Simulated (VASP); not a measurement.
Input of a VASP 6.6.1 run:

The input INCAR:

```
SYSTEM = Be
  ALGO = Normal
  EDIFF = 1E-6
  ENCUT = 520
  GGA = PE
  ISIF = 2
  ISMEAR = -1
  IVDW = 12
  LASPH = .True.
  LCHARG = .False.
  LREAL = Auto
  LWAVE = .False.
  NBANDS = 60
  NELM = 80
  PREC = Accurate
  SIGMA = 0.24
```

File KPOINTS:

```
k-points
0
Gamma
  2 2 2
  0 0 0
```

Contents of POSCAR:

```
Be
1.0
    6.9826430000      0.0000000000      0.0000000000
   -3.4913210000      6.0471460000      0.0000000000
    0.0000000000      0.0000000000      7.2945340000
Be
36
Direct
    0.0551583212      0.0241601575      0.0434709057
    0.1360289131      0.3123291549      0.2392339250
    0.0102863770      0.0741341453      0.5067081735
    0.1363452929      0.1669713283      0.7264480500
    0.0045124123      0.3413345734     -0.0223729165
    0.0361399609      0.5727495251      0.2427982377
   -0.0406319866      0.3724897662      0.4903534619
    0.0777655993      0.5352442293      0.7296970581
    0.0139063464      0.6623289730     -0.0091986685
    0.0821979781      0.8761323110      0.2676113375
    0.0084953535      0.6927234765      0.5130416830
    0.1037229786      0.8558252108      0.7999825623
    0.3564087890     -0.0274178927     -0.0128041078
    0.3593841420      0.1538246307      0.2482543779
    0.2652157567     -0.0181573258      0.5059953110
    0.4626759463      0.2445781861      0.7591163466
    0.3229819318      0.2867303022     -0.0105421402
    0.4997410924      0.5413462814      0.2710659790
    0.3266820730      0.3739284615      0.4812781735
    0.4010619338      0.4851379477      0.7598429180
    0.3942360451      0.6529361123      0.0103913423
    0.4313712956      0.8652346082      0.2148320921
    0.3142280484      0.6626266341      0.4775219363
    0.4499088302      0.8304744089      0.7447768425
    0.6769758854      0.0417552346      0.0091986685
    0.7838372458      0.2449089207      0.2205349924
    0.6238207936     -0.0258303669      0.4756163999
    0.7018505788      0.1440348885      0.7058984165
    0.6316071204      0.3642710131      0.0288709327
    0.7498684161      0.5263805438      0.2541492027
    0.6434354645      0.3437323987      0.4698586640
    0.7768480817      0.5803398826      0.7526183304
    0.7256599781      0.7451118263     -0.0308724313
    0.7781037745      0.8866331324      0.2487616070
    0.6482557572      0.6924423521      0.4970571115
    0.8059324830      0.9278261183      0.7374837104
```

Potentials or basis: VASP PAW PBE potentials, release 64 (Be).

The run is started by

```sh
$ cat potpaw_PBE.64/Be/POTCAR > POTCAR
$ mpirun -np 1 vasp_std > vasp.out
```

(1) Predict the band gap on the k mesh.

(2) Estimate the largest force.

(3) Predict the pressure.

(4) Estimate the dispersion energy per atom.

Answers

(1) zero (bands 36 and 37 overlap by 0.60 eV).

(2) 3.892 eV/Å.

(3) -4.1 GPa.

(4) -0.327 eV.

Caveat: the k points lie up to 0.52 Å⁻¹ apart, too coarse for converged energies and pressures of a metal; forces of over 1 eV/Å act on the atoms, so gaps and moduli don't describe the material at rest.
